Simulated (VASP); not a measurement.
Write the native input for VASP 6.6.1 that does the following.

```yaml
Task: single point
Functional: PBE
Potentials_or_basis: VASP PAW PBE potentials, release 64 (Si, O)
Cutoff: 520 eV
k_mesh: 6 × 6 × 4
Occupations: gaussian, width 0.05 eV
Spin: no spin polarisation
Dipole_correction: no
Further_INCAR_settings: ALGO = Normal; EDIFF = 1e-07; NBANDS = 34
```

The structure of SiO2 lies in POSCAR:

```
SiO2
1.0
    4.9007002161      0.0000000000      0.0000000000
   -2.4503501080      4.2441308835      0.0000000000
    0.0000000000      0.0000000000      5.8080733617
Si O
3 6
Direct
    0.5000000000      0.0000000000      0.0000000000
    0.5000000000      0.5000000000      0.3333333333
    0.0000000000      0.5000000000      0.6666666667
    0.4159266453      0.2079633227      0.1666666667
    0.2079633227      0.4159266453      0.5000000000
    0.7920366773      0.2079633227      0.8333333333
    0.5840733547      0.7920366773      0.1666666667
    0.7920366773      0.5840733547      0.5000000000
    0.2079633227      0.7920366773      0.8333333333
```

This cell differs from its parent crystal: strain -0.040 along x and y, +0.040 along z.

One way to write it, as run:

INCAR

```
  PREC = Accurate
  ENCUT = 520
  EDIFF = 1E-7
  ISMEAR = 0
  SIGMA = 0.05
  LREAL = False
  LASPH = True
  NELM = 100
  ALGO = Normal
  ISIF = 2
  LWAVE = False
  LCHARG = False
  GGA = PE
  NBANDS = 34
```

KPOINTS

```
regular mesh
0
Gamma
  6 6 4
```

Potentials or basis: VASP PAW PBE potentials, release 64 (Si, O).

Launch:

```sh
$ cat potpaw_PBE.64/Si/POTCAR potpaw_PBE.64/O/POTCAR > POTCAR
$ mpirun -np 1 vasp_std > vasp.out
```

It gave:

| Property | Result |
| --- | --- |
| Pressure | 7.5 GPa |
| Largest force | 0.392 eV/Å |
| Band gap on the k mesh | 5.63 eV (least direct gap 5.70 eV) |

Caveat: the cell differs from its parent crystal (strain -0.040 along x and y, +0.040 along z); the stress differs along the axes, from 4 to 9 GPa.

It took 47 s on 1 thread of Intel(R) Xeon(R) 6975P-C (Granite Rapids), with other jobs on the host, peak memory 0.25 GiB.
